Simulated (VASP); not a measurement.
A run of VASP 6.6.1:

POSCAR

```
WC
1.0
    0.0000000000      2.1479227872      2.1479227872
    2.1479227872      0.0000000000      2.1479227872
    2.1479227872      2.1479227872      0.0000000000
W C
1 1
Direct
    0.0000000000      0.0000000000      0.0000000000
    0.5000000000      0.5000000000      0.5000000000
```

The input INCAR.step1:

```
SYSTEM = WC
PREC     = Accurate       ! precision mode
ENCUT    = 520            ! plane-wave cutoff, eV
EDIFF    = 1E-5           ! SCF threshold, eV
ISMEAR   = -1             ! smearing method
SIGMA    = 0.05           ! smearing width, eV
LREAL    = .FALSE.        ! projectors in reciprocal space
LASPH    = .TRUE.         ! aspherical terms in the spheres
NELM     = 60             ! most SCF steps
ALGO     = Normal         ! electronic algorithm
ISIF     = 2              ! what is computed and relaxed
LWAVE    = .TRUE.         ! write WAVECAR
LCHARG   = .FALSE.        ! write CHGCAR
NBANDS   = 16             ! bands
GGA      = PE             ! functional
```

Contents of INCAR.step2:

```
SYSTEM = WC
PREC     = Accurate       ! precision mode
ENCUT    = 520            ! plane-wave cutoff, eV
EDIFF    = 1E-7           ! SCF threshold, eV
ISMEAR   = -1             ! smearing method
SIGMA    = 0.05           ! smearing width, eV
LREAL    = .FALSE.        ! projectors in reciprocal space
LASPH    = .TRUE.         ! aspherical terms in the spheres
NELM     = 60             ! most SCF steps
ALGO     = Normal         ! electronic algorithm
ISIF     = 2              ! what is computed and relaxed
LWAVE    = .FALSE.        ! write WAVECAR
LCHARG   = .FALSE.        ! write CHGCAR
GGA      = PE             ! functional
LHFCALC  = .TRUE.         ! exact exchange
AEXX     = 0.25           ! exact-exchange fraction
PRECFOCK = Normal       
NBANDS   = 16             ! bands
ISTART   = 1
```

KPOINTS

```
regular mesh
0
G
  6 6 6
  0 0 0
```

Potentials or basis: VASP PAW PBE potentials, release 64 (W_sv, C).

Command:

```sh
$ cat potpaw_PBE.64/W_sv/POTCAR potpaw_PBE.64/C/POTCAR > POTCAR
$ cp INCAR.step1 INCAR
$ mpirun -np 1 vasp_std > vasp.out
$ cp INCAR.step2 INCAR
$ mpirun -np 1 vasp_std > vasp.out
```

Hardware: 1 thread of Intel(R) Xeon(R) 6975P-C (Granite Rapids), on a shared host.

Problem. How long does it take, and how much memory?

Solution. It took 15 min on 1 thread of Intel(R) Xeon(R) 6975P-C (Granite Rapids), on a shared host, peak memory 0.16 GiB. Counts: k points 16.
